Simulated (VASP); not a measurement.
# GdO (F-43m) in VASP: a series of runs

Aim: see how the results for GdO move with the level of theory and the settings. Levels: B3LYP, PBEsol-based screened hybrid with 25 % exact exchange. Tasks: single point.

All numbers are computed with VASP 6.6.1; they aren't measurements. Logs are shortened: lines on timing, memory, paths and dates and some standing lists are left out, and cuts for length are marked.

### Step 1. The cell of the first run

Symmetry: F-43m, No. 216, cubic system. The conventional cell has a = 5.400 Å, b = 5.400 Å, c = 5.400 Å, α = 90.00°, β = 90.00°, γ = 90.00°. Gd (site symmetry -43m) has 4 O at 2.34 Å within 3.1 Å. Within 3.1 Å of O (site symmetry -43m) lie 4 Gd at 2.34 Å.

### Step 2. Single point, B3LYP, collinear spin, ferromagnetic start

POSCAR reads:

```
GdO
1.0
    0.0000000000      2.7000000000      2.7000000000
    2.7000000000      0.0000000000      2.7000000000
    2.7000000000      2.7000000000      0.0000000000
Gd O
1 1
Direct
    0.0000000000      0.0000000000      0.0000000000
    0.2500000000      0.2500000000      0.2500000000
```

INCAR.step1 reads:

```
PREC = Accurate
ENCUT = 520
EDIFF = 1E-5
ISMEAR = -1
SIGMA = 0.05
LREAL = False
LASPH = True
NELM = 150
ALGO = Normal
ISIF = 2
LWAVE = True
ISPIN = 2
MAGMOM = 7 0
LORBIT = 11
LMAXMIX = 6
NBANDS = 23
GGA = PE
KPAR = 4
```

INCAR.step2 reads:

```
PREC = Accurate
ENCUT = 520
EDIFF = 1E-6
ISMEAR = -1
SIGMA = 0.05
LREAL = False
LASPH = True
NELM = 150
ALGO = Normal
ISIF = 2
LWAVE = False
LCHARG = True
ISPIN = 2
MAGMOM = 7 0
LORBIT = 11
LMAXMIX = 6
GGA = B3
LHFCALC = True
AEXX = 0.2
AGGAX = 0.72
AGGAC = 0.81
ALDAC = 0.19
PRECFOCK = Normal
LVHAR = True
NBANDS = 23
ISTART = 1
KPAR = 4
```

KPOINTS reads:

```
Automatic mesh
0
Gamma
  5 5 5
```

Potentials or basis: VASP PAW PBE potentials, release 64 (Gd, O).

The run is started by

```bash
$ cat potpaw_PBE.64/Gd/POTCAR potpaw_PBE.64/O/POTCAR > POTCAR
$ cp INCAR.step1 INCAR
$ mpirun -np 4 vasp_std > vasp.out
$ cp INCAR.step2 INCAR
$ mpirun -np 4 vasp_std > vasp.out
```

OUTCAR:

```text
PREC = Accurate
   ENCUT = 520
   EDIFF = 1E-6
   ISMEAR = -1
   LREAL = False
   LASPH = True
   NELM = 150
   ISIF = 2
   ISPIN = 2
   LORBIT = 11
   GGA = B3
   LHFCALC = True
   AEXX = 0.2
   PRECFOCK = Normal
   ISTART = 1

 ion  position               nearest neighbor table
   1  0.000  0.000  0.000-   2 2.34   2 2.34   2 2.34   2 2.34
   2  0.250  0.250  0.250-   1 2.34   1 2.34   1 2.34   1 2.34

  LATTYP: Found a face centered cubic cell.
 ALAT       =     5.4000000000

  Lattice vectors:

 A1 = (   0.0000000000,   2.7000000000,   2.7000000000)
 A2 = (   2.7000000000,   0.0000000000,   2.7000000000)
 A3 = (   2.7000000000,   2.7000000000,   0.0000000000)

Analysis of symmetry for initial positions (statically):
=====================================================================
 Subroutine PRICEL returns:
 Original cell was already a primitive cell.

 Routine SETGRP: Setting up the symmetry group for a
 face centered cubic supercell.

 Subroutine GETGRP returns: Found 24 space group operations
 (whereof 24 operations were pure point group operations)
 out of a pool of 48 trial point group operations.

The static configuration has the point symmetry T_d .

Analysis of symmetry for dynamics (positions and initial velocities):
=====================================================================
 Subroutine PRICEL returns:
 Original cell was already a primitive cell.

 Routine SETGRP: Setting up the symmetry group for a
 face centered cubic supercell.

 Subroutine GETGRP returns: Found 24 space group operations
 (whereof 24 operations were pure point group operations)
 out of a pool of 48 trial point group operations.

The dynamic configuration has the point symmetry T_d .

Analysis of structural, dynamic, and magnetic symmetry:
=====================================================================
 Subroutine PRICEL returns:
 Original cell was already a primitive cell.

 Routine SETGRP: Setting up the symmetry group for a
 face centered cubic supercell.

 Subroutine GETGRP returns: Found 24 space group operations
 (whereof 24 operations were pure point group operations)
 out of a pool of 48 trial point group operations.

The overall configuration has the point symmetry T_d .

 Subroutine INISYM returns: Found 24 space group operations
 (whereof 24 operations are pure point group operations),
 and found     1 'primitive' translations

----------------------------------------------------------------------------------------

                                     Primitive cell

  volume of cell :      39.3660

  direct lattice vectors                    reciprocal lattice vectors
     0.000000000  2.700000000  2.700000000    -0.185185185  0.185185185  0.185185185
     2.700000000  0.000000000  2.700000000     0.185185185 -0.185185185  0.185185185
     2.700000000  2.700000000  0.000000000     0.185185185  0.185185185 -0.185185185

  length of vectors
     3.818376618  3.818376618  3.818376618     0.320750150  0.320750150  0.320750150

  position of ions in fractional coordinates (direct lattice)
     0.000000000  0.000000000  0.000000000
     0.250000000  0.250000000  0.250000000

  ion indices of the primitive-cell ions
   primitive index   ion index
                 1           1
                 2           2

----------------------------------------------------------------------------------------

 KPOINTS: Automatic mesh

Automatic generation of k-mesh.
 Grid dimensions read from file:
 generate k-points for:    5    5    5

 Generating k-lattice:

  Cartesian coordinates                     Fractional coordinates (reciprocal lattice)
    -0.037037037  0.037037037  0.037037037     0.200000000  0.000000000  0.000000000
     0.037037037 -0.037037037  0.037037037     0.000000000  0.200000000  0.000000000
     0.037037037  0.037037037 -0.037037037     0.000000000  0.000000000  0.200000000

  Length of vectors
     0.064150030  0.064150030  0.064150030

  Shift w.r.t. Gamma in fractional coordinates (k-lattice)
     0.000000000  0.000000000  0.000000000

 Subroutine IBZKPT returns following result:
 ===========================================

 Found     10 irreducible k-points:

 Following reciprocal coordinates:
            Coordinates               Weight
  0.000000  0.000000  0.000000      1.000000
  0.200000  0.000000  0.000000      8.000000
  0.400000  0.000000  0.000000      8.000000
  0.200000  0.200000  0.000000      6.000000
  0.400000  0.200000  0.000000     24.000000
 -0.400000  0.200000  0.000000     24.000000
 -0.200000  0.200000  0.000000     12.000000
  0.400000  0.400000  0.000000      6.000000
 -0.400000  0.400000  0.000000     12.000000
 -0.400000  0.400000  0.200000     24.000000
   k-points           NKPTS =     10   k-points in BZ     NKDIM =    125   number of bands    NBANDS=     23
   number of dos      NEDOS =    301   number of ions     NIONS =      2
   total plane-waves  NPLWV =  21952
   dimension x,y,z NGX =    28 NGY =   28 NGZ =   28
   dimension x,y,z NGXF=    56 NGYF=   56 NGZF=   56
   ions per type =               1   1
   NGX,Y,Z   is equivalent  to a cutoff of  12.19, 12.19, 12.19 a.u.
   NGXF,Y,Z  is equivalent  to a cutoff of  24.38, 24.38, 24.38 a.u.
 SYSTEM =  unknown system
   PREC   = accura    normal or accurate (medium, high low for compatibility)
   ISTART =      1    job   : 0-new  1-cont  2-samecut
   ICHARG =      0    charge: 1-file 2-atom 10-const
   ISPIN  =      2    spin polarized calculation?
   LNONCOLLINEAR =      F non collinear calculations
   LSORBIT =      F    spin-orbit coupling
   LASPH  =      T    aspherical Exc in radial PAW
   ENCUT  =  520.0 eV  38.22 Ry    6.18 a.u.   7.10  7.10  7.10*2*pi/ulx,y,z
   NELM   =    150;   NELMIN=  2; NELMDL=  0     # of ELM steps
   EDIFF  = 0.1E-05   stopping-criterion for ELM
   LREAL  =      F    real-space projection
   EDIFFG = 0.1E-04   stopping-criterion for IOM
   NSW    =      0    number of steps for IOM
   IBRION =     -1    ionic relax: 0-MD 1-quasi-New 2-CG
   NFREE  =      0    steps in history (QN), initial steepest desc. (CG)
   ISIF   =      2    stress and relaxation
   ISYM   =      3    0-nonsym 1-usesym 2-fastsym
   POTIM  = 0.5000    time-step for ionic-motion
   TEBEG  =    0.0;   TEEND  =   0.0 temperature during run
   PSTRESS=    0.0 pullay stress
   NELECT =      24.0000    total number of electrons
   NUPDOWN=      -1.0000    fix difference up-down
   EMIN   =  10.00;   EMAX   =-10.00  energy-range for DOS
   EFERMI =   0.00;   METHOD = LEGACY
   ISMEAR =    -1;   SIGMA  =   0.05  broadening in eV -4-tet -1-fermi 0-gaus
   EFERMI_NEDOS =   21; number of points for ismear=-14 and -15
   IALGO  =     38    algorithm
   IMIX   =      1    mixing-type and parameters
     AMIX     =   0.40;   BMIX     =  1.00
     AMIX_MAG =   1.60;   BMIX_MAG =  1.00
  volume/ion in A,a.u.               =      19.68       132.83
  Fermi-wavevector in a.u.,A,eV,Ry     =   1.388156  2.623234 26.218100  1.926976
  Thomas-Fermi vector in A             =   2.512309
   LORBIT       =     11    0 simple, 1 ext, 2 COOP (PROOUT), +10 PAW based schemes
   GGA     = B3    functional components
   LHFCALC =     T    Hartree Fock is set to
   PRECFOCK=normal    Normal, Fast or Accurate (Low or Medium for compatibility)
   ENCUT4O =  -1.0   cutoff for four orbital integrals eV
   NKREDX  =     1    reduce k-point grid by
   NKREDY  =     1    reduce k-point grid by
   NKREDZ  =     1    reduce k-point grid by
   AEXX    =    0.2000 exact exchange contribution
   HFSCREEN=    0.0000 screening length (either q_TF or 0.3 A-1)
   HFSCREENC=   0.0000 screening length for correlation (either q_TF or 0.3 A-1)
   ENCUTFOCK=  -1.0 apply spherical cutoff to Coloumb kernel
   IVDW    =     0    specifies the selected vdW correction
   LEPSILON=     F    determine dielectric tensor
   LRPA    =     F    only Hartree local field effects (RPA)
 spin polarized calculation
  energy-cutoff  :      520.00
  volume of cell :       39.37
 maximum number of plane-waves:      1073
  NGX = 24; NGY = 24; NGZ = 24

 number of electron      23.9999990 magnetization       7.9839025

 Free energy of the ion-electron system (eV)
  ---------------------------------------------------
  ext. energy  EPLUGINS =         0.00000000
  ---------------------------------------------------
  free energy    TOTEN  =       -34.14083946 eV

  energy without entropy =      -34.13946814  energy(sigma->0) =      -34.14015380

 E-fermi :   4.0680     XC(G=0):  -8.0890

 val. band max:        3.9649262417   @ k =   0.4000   0.0000   0.0000
 cond. band min:       4.8439648389   @ k =   0.2000   0.0000   0.0000
 fundamental gap:      0.8790385972
 Fermi energy:         4.0679999017

 spin component 1

 k-point     1 :       0.0000    0.0000    0.0000
  band No.  band energies     occupation
      1     -44.3935      1.00000
      2     -20.6705      1.00000
      3     -20.6705      1.00000
      4     -20.6705      1.00000
      5     -17.4369      1.00000
      6      -4.2271      1.00000
[... 233 lines left out ...]
      6      -4.3108      1.00000
[... 15 lines left out ...]
     22      13.9757      0.00000
     23      15.1872      0.00000
 Fermi energy:         4.0679999017

 spin component 2

 k-point     1 :       0.0000    0.0000    0.0000
  band No.  band energies     occupation
      1     -41.0924      1.00000
      2     -18.1779      1.00000
      3     -18.1779      1.00000
      4     -18.1779      1.00000
      5     -17.2450      1.00000
      6      -2.4107      1.00000
[... 249 lines left out ...]
     22      15.1220      0.00000
     23      16.5717      0.00000

------------------------ aborting loop because EDIFF is reached ----------------------------------------

  FORCE on cell =-STRESS in cart. coord.  units (eV):
  Direction    XX          YY          ZZ          XY          YZ          ZX
  --------------------------------------------------------------------------------------
  -------------------------------------------------------------------------------------
  Total        0.2389485      0.2389485      0.2389485     -0.0000000     -0.0000000      0.0000000
  in kB        9.7250875      9.7250875      9.7250875     -0.0000000     -0.0000000      0.0000000
  external PRESSURE =       9.7250875 kB  Pullay stress =       0.0000000 kB

 VOLUME and BASIS-vectors are now :
 -----------------------------------------------------------------------------
  energy-cutoff  :      520.00
  volume of cell :       39.37
      direct lattice vectors                 reciprocal lattice vectors
     0.000000000  2.700000000  2.700000000    -0.185185185  0.185185185  0.185185185
     2.700000000  0.000000000  2.700000000     0.185185185 -0.185185185  0.185185185
     2.700000000  2.700000000  0.000000000     0.185185185  0.185185185 -0.185185185

 POSITION                                       TOTAL-FORCE (eV/Angst)
 -----------------------------------------------------------------------------------
      0.00000      0.00000      0.00000        -0.000000     -0.000000     -0.000000
      1.35000      1.35000      1.35000         0.000000      0.000000      0.000000
 -----------------------------------------------------------------------------------
    total drift:                                0.000002      0.000003      0.000000

  FREE ENERGIE OF THE ION-ELECTRON SYSTEM (eV)
  ---------------------------------------------------
  free  energy   TOTEN  =       -34.1408394552 eV

  energy  without entropy=      -34.1394681446  energy(sigma->0) =      -34.14015380

 total charge

# of ion       s       p       d       f       tot
--------------------------------------------------
    1        2.030   5.651   0.483   6.977  15.141
    2        1.561   3.484   0.000   0.000   5.045
--------------------------------------------------
tot          3.592   9.135   0.483   6.977  20.186

 magnetization (x)

# of ion       s       p       d       f       tot
--------------------------------------------------
    1        0.008  -0.036   0.197   6.909   7.078
    2        0.008   0.040   0.000   0.000   0.048
--------------------------------------------------
tot          0.016   0.004   0.197   6.909   7.125
```

Run time: 20 min. Hardware: 4 MPI ranks of Intel Xeon Platinum 8488C (Sapphire Rapids), shared host; peak memory 0.2 GiB.

What came out:

```
Free energy                                           : -34.1408 eV
Pressure                                              : 1.0 GPa
Band gap on the k mesh                                : zero (filled and empty bands overlap)
Net moment                                            : 7.98 μB per cell
Site moments                                          : Gd +7.08; O +0.05 μB
Valence electrons inside the program's atomic spheres : Gd 15.14; O 5.04
```

Caveat: the k points lie up to 0.40 Å⁻¹ apart, too coarse for converged energies and pressures of a metal; the PAW data sets were made with another functional, which shifts forces and pressure a little; spin-orbit coupling is left out, which moves the levels of the heavy elements; a cell with one magnetic atom can't hold antiferromagnetic order, which such compounds often take. The state reached can hang on the start; a lower one may exist.

### Step 3. Single point, PBEsol-based screened hybrid with 25 % exact exchange, collinear spin, ferromagnetic start

This run uses another cell than the first one, of 18.79 Å³/atom.

POSCAR reads:

```
GdO
1.0
    0.0000000000      2.6586882309      2.6586882309
    2.6586882309      0.0000000000      2.6586882309
    2.6586882309      2.6586882309      0.0000000000
Gd O
1 1
Direct
    0.0000000000      0.0000000000      0.0000000000
    0.2500000000      0.2500000000      0.2500000000
```

INCAR.step1 reads:

```
SYSTEM = GdO
PREC = Accurate
ENCUT = 520
EDIFF = 1E-5
ISMEAR = -1
SIGMA = 0.05
LREAL = .FALSE.
LASPH = .TRUE.
NELM = 150
ALGO = Normal
ISIF = 2
LWAVE = .TRUE.
LCHARG = .FALSE.
ISPIN = 2
MAGMOM = 7 0
LORBIT = 11
LMAXMIX = 6
GGA = PE
NBANDS = 23
```

INCAR.step2 reads:

```
SYSTEM = GdO
PREC = Accurate
ENCUT = 520
EDIFF = 1E-6
ISMEAR = -1
SIGMA = 0.05
LREAL = .FALSE.
LASPH = .TRUE.
NELM = 150
ALGO = Normal
ISIF = 2
LWAVE = .FALSE.
LCHARG = .FALSE.
ISPIN = 2
MAGMOM = 7 0
LORBIT = 11
LMAXMIX = 6
GGA = PS
LHFCALC = .TRUE.
AEXX = 0.25
HFSCREEN = 0.207
PRECFOCK = Normal
ISTART = 1
NBANDS = 23
```

KPOINTS reads:

```
Automatic mesh
0
G
  5 5 5
  0 0 0
```

Potentials or basis: VASP PAW PBE potentials, release 64 (Gd, O).

The run is started by

```bash
$ cat potpaw_PBE.64/Gd/POTCAR potpaw_PBE.64/O/POTCAR > POTCAR
$ cp INCAR.step1 INCAR
$ mpirun -np 1 vasp_std > vasp.out
$ cp INCAR.step2 INCAR
$ mpirun -np 1 vasp_std > vasp.out
```

It took 1.6 h on 1 thread of Oxide Virtual Turin-like, shared host; peak memory 0.29 GiB.

It converged, with:

```
Free energy                                           : -36.6927 eV
Pressure                                              : 0.2 GPa
Band gap on the k mesh                                : zero (filled and empty bands overlap)
Net moment                                            : 7.98 μB per cell
Site moments                                          : Gd +7.08; O +0.02 μB
Valence electrons inside the program's atomic spheres : Gd 15.17; O 5.05
```

Levels at points of the mesh, in eV from the Fermi level:
Spin up:
```tsv
k point	band 13	band 14	band 15	band 16	band 17	band 18	band 19	band 20
(0.00, 0.00, 0.00)	-6.77	-6.77	-6.77	-2.83	3.25	3.25	5.31	5.31
```
Spin down:
```tsv
k point	band 5	band 6	band 7	band 8	band 9	band 10	band 11	band 12
(0.00, 0.00, 0.00)	-21.82	-6.72	-6.72	-6.72	-0.61	3.59	3.59	3.59
```

Caveat: the k points lie up to 0.41 Å⁻¹ apart, too coarse for converged energies and pressures of a metal; the PAW data sets were made with another functional, which shifts forces and pressure a little; spin-orbit coupling is left out, which moves the levels of the heavy elements; a cell with one magnetic atom can't hold antiferromagnetic order, which such compounds often take.

The gap in the log of VASP goes by the Fermi energy; the results here count the filled bands.